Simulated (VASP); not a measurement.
# H (P6_3/mmc) in VASP: single point with RPBE

Aim: the single point of H with RPBE.

Program: VASP 6.6.1. These are calculated values, not measurements. Logs are shortened: lines on timing, memory, paths and dates and some standing lists are left out, and cuts for length are marked.

### 1 The cell of the first run

Symmetry: P6_3/mmc, No. 194, hexagonal system. The conventional cell has a = 3.796 Å, b = 3.796 Å, c = 6.190 Å, α = 90.00°, β = 90.00°, γ = 120.00°. H (site symmetry 3m) has 1 H at 1.57 Å within 2.1 Å.

### 2 Single point, RPBE

INCAR reads:

```
  PREC = Accurate
  ENCUT = 520
  EDIFF = 1E-6
  ISMEAR = -1
  SIGMA = 0.0463
  LREAL = F
  LASPH = T
  NELM = 100
  ALGO = Normal
  ISIF = 2
  LWAVE = F
  LCHARG = T
  GGA = RP
  LELF = T
  LVHAR = T
  NBANDS = 10
```

KPOINTS reads:

```
Automatic mesh
0
Gamma
  8 8 4
```

POSCAR reads:

```
H
1.0
    3.7958988300      0.0000000000      0.0000000000
   -1.8979494200      3.2873467500      0.0000000000
    0.0000000000      0.0000000000      6.1896637000
H
4
Direct
    0.3333300000      0.6666700000      0.1230000000
    0.6666600000      0.3333300000      0.6230000000
    0.3333300000      0.6666700000      0.3770000000
    0.6666700000      0.3333400000      0.8770000000
```

Potentials or basis: VASP PAW PBE potentials, release 64 (H).

On the command line:

```bash
cat potpaw_PBE.64/H/POTCAR > POTCAR
mpirun -np 1 vasp_std > vasp.out
```

OUTCAR:

```text
PREC = Accurate
   ENCUT = 520
   EDIFF = 1E-6
   ISMEAR = -1
   LREAL = F
   LASPH = T
   NELM = 100
   ISIF = 2
   GGA = RP

 ion  position               nearest neighbor table
   1  0.333  0.667  0.123-
   2  0.667  0.333  0.623-
   3  0.333  0.667  0.377-
   4  0.667  0.333  0.877-

  LATTYP: Found a hexagonal cell.
 ALAT       =     3.7958988300
 C/A-ratio  =     1.6306187223

  Lattice vectors:

 A1 = (   3.7958988300,   0.0000000000,   0.0000000000)
 A2 = (  -1.8979494200,   3.2873467500,   0.0000000000)
 A3 = (   0.0000000000,   0.0000000000,   6.1896637000)

Analysis of symmetry for initial positions (statically):
=====================================================================
 Subroutine PRICEL returns:
 Original cell was already a primitive cell.

 Routine SETGRP: Setting up the symmetry group for a
 hexagonal supercell.

 Subroutine GETGRP returns: Found  2 space group operations
 (whereof  1 operations were pure point group operations)
 out of a pool of 24 trial point group operations.

The static configuration has the point symmetry C_1 .
 The point group associated with its full space group is C_2 .

Analysis of symmetry for dynamics (positions and initial velocities):
=====================================================================
 Subroutine PRICEL returns:
 Original cell was already a primitive cell.

 Routine SETGRP: Setting up the symmetry group for a
 hexagonal supercell.

 Subroutine GETGRP returns: Found  2 space group operations
 (whereof  1 operations were pure point group operations)
 out of a pool of 24 trial point group operations.

The dynamic configuration has the point symmetry C_1 .
 The point group associated with its full space group is C_2 .

 Subroutine INISYM returns: Found  2 space group operations
 (whereof  1 operations are pure point group operations),
 and found     1 'primitive' translations

----------------------------------------------------------------------------------------

                                     Primitive cell

  volume of cell :      77.2373

  direct lattice vectors                    reciprocal lattice vectors
     3.795898830  0.000000000  0.000000000     0.263442216  0.152098345  0.000000000
    -1.897949420  3.287346750  0.000000000     0.000000000  0.304196690  0.000000000
     0.000000000  0.000000000  6.189663700     0.000000000  0.000000000  0.161559666

  length of vectors
[... 94 lines left out ...]
   POTIM  = 0.5000    time-step for ionic-motion
   TEBEG  =    0.0;   TEEND  =   0.0 temperature during run
   PSTRESS=    0.0 pullay stress
   NELECT =       4.0000    total number of electrons
   NUPDOWN=      -1.0000    fix difference up-down
   EMIN   =  10.00;   EMAX   =-10.00  energy-range for DOS
   EFERMI =   0.00;   METHOD = LEGACY
   ISMEAR =    -1;   SIGMA  =   0.05  broadening in eV -4-tet -1-fermi 0-gaus
   EFERMI_NEDOS =   21; number of points for ismear=-14 and -15
   IALGO  =     38    algorithm
   IMIX   =      4    mixing-type and parameters
     AMIX     =   0.40;   BMIX     =  1.00
     AMIX_MAG =   1.60;   BMIX_MAG =  1.00
  volume/ion in A,a.u.               =      19.31       130.31
  Fermi-wavevector in a.u.,A,eV,Ry     =   0.610219  1.153147  5.066365  0.372367
  Thomas-Fermi vector in A             =   1.665700
   LORBIT       =      0    0 simple, 1 ext, 2 COOP (PROOUT), +10 PAW based schemes
   GGA     = RP    functional components
   LHFCALC =     F    Hartree Fock is set to
   AEXX    =    0.0000 exact exchange contribution
   IVDW    =     0    specifies the selected vdW correction
   LEPSILON=     F    determine dielectric tensor
   LRPA    =     F    only Hartree local field effects (RPA)
 non-spin polarized calculation
  energy-cutoff  :      520.00
  volume of cell :       77.24
 maximum number of plane-waves:      2094
   NGX = 15   NGY = 15   NGZ = 23

 number of electron       4.0000001 magnetization

 Free energy of the ion-electron system (eV)
  ---------------------------------------------------
  ext. energy  EPLUGINS =         0.00000000
  ---------------------------------------------------
  free energy    TOTEN  =        -7.58179540 eV

  energy without entropy =       -7.58179540  energy(sigma->0) =       -7.58179540

 E-fermi :  -5.2568     XC(G=0):  -4.5676

 val. band max:       -6.2080826161   @ k =  -0.1250   0.2500   0.0000
 cond. band min:      -4.4252701250   @ k =   0.0000   0.0000   0.0000
 fundamental gap:      1.7828124911
 Fermi energy:        -5.2567806443

 k-point     1 :       0.0000    0.0000    0.0000
  band No.  band energies     occupation
      1      -8.4091      2.00000
      2      -6.2222      2.00000
      3      -4.4253      0.00000
      4      -0.3339      0.00000
      5       5.0613      0.00000
      6       5.2999      0.00000
      7       8.5404      0.00000
      8       8.5404      0.00000
      9       9.9381      0.00000
     10       9.9388      0.00000
[... 287 lines left out ...]
 k-point    24 :      -0.1250    0.1250    0.2500
  band No.  band energies     occupation
      1      -8.1022      2.00000
      2      -6.7805      2.00000
      3      -3.5201      0.00000
      4      -0.9947      0.00000
      5       4.6928      0.00000
      6       5.0788      0.00000
      7       7.9842      0.00000
      8       8.5819      0.00000
      9       8.8286      0.00000
     10       9.2477      0.00000

 [... further k-points ...]

------------------------ aborting loop because EDIFF is reached ----------------------------------------

  FORCE on cell =-STRESS in cart. coord.  units (eV):
  Direction    XX          YY          ZZ          XY          YZ          ZX
  --------------------------------------------------------------------------------------
  -------------------------------------------------------------------------------------
  Total        0.0117671      0.0117622    -11.9226190     -0.0000043     -0.0001292     -0.0000746
  in kB        0.2440925      0.2439894   -247.3176150     -0.0000895     -0.0026802     -0.0015474
  external PRESSURE =     -82.2765111 kB  Pullay stress =       0.0000000 kB

 VOLUME and BASIS-vectors are now :
 -----------------------------------------------------------------------------
  energy-cutoff  :      520.00
  volume of cell :       77.24
      direct lattice vectors                 reciprocal lattice vectors
     3.795898830  0.000000000  0.000000000     0.263442216  0.152098345  0.000000000
    -1.897949420  3.287346750  0.000000000     0.000000000  0.304196690  0.000000000
     0.000000000  0.000000000  6.189663700     0.000000000  0.000000000  0.161559666

 POSITION                                       TOTAL-FORCE (eV/Angst)
 -----------------------------------------------------------------------------------
     -0.00002      2.19158      0.76133        -0.000001     -0.000001      3.684628
      1.89793      1.09577      3.85616         0.000045      0.000076      3.684627
     -0.00002      2.19158      2.33350         0.000000      0.000002     -3.684628
      1.89795      1.09580      5.42834        -0.000044     -0.000077     -3.684627
 -----------------------------------------------------------------------------------
    total drift:                                0.000000     -0.000000      0.000000

  FREE ENERGIE OF THE ION-ELECTRON SYSTEM (eV)
  ---------------------------------------------------
  free  energy   TOTEN  =        -7.5817953966 eV

  energy  without entropy=       -7.5817953963  energy(sigma->0) =       -7.58179540
```

stdout:

```text
POSCAR found type information on POSCAR H
 POSCAR found :  1 types and       4 ions
 scaLAPACK will be used
 -----------------------------------------------------------------------------
|                                                                             |
|                                                                             |
|     You enforced a specific xc type in the INCAR file but a different       |
|     I HOPE YOU KNOW WHAT YOU ARE DOING!                                     |
|                                                                             |
 -----------------------------------------------------------------------------

 LDA part: xc-table for (Slater+PW92), standard interpolation
 POSCAR, INCAR and KPOINTS ok, starting setup
 FFT: planning ... GRIDC
 FFT: planning ... GRID_SOFT
 FFT: planning ... GRID
 WAVECAR not read
 entering main loop
```

It took 39 s on 1 thread of Intel Xeon Platinum 8375C at 2.90GHz (Ice Lake), shared host; peak memory 0.19 GiB.

What came out:

```yaml
Free_energy: -7.5818 eV
Pressure: -8.2 GPa
Largest_force: 3.685 eV/Å
Band_gap_on_the_k_mesh: 1.78 eV, indirect (least direct gap 1.80 eV)
```

Forces on the atoms (eV/Å):
```
H    0.000  0.000  3.685
H    0.000  0.000  3.685
H    0.000  0.000 -3.685
H    0.000  0.000 -3.685
```

Caveat: the PAW data sets were made with another functional, which shifts forces and pressure a little.
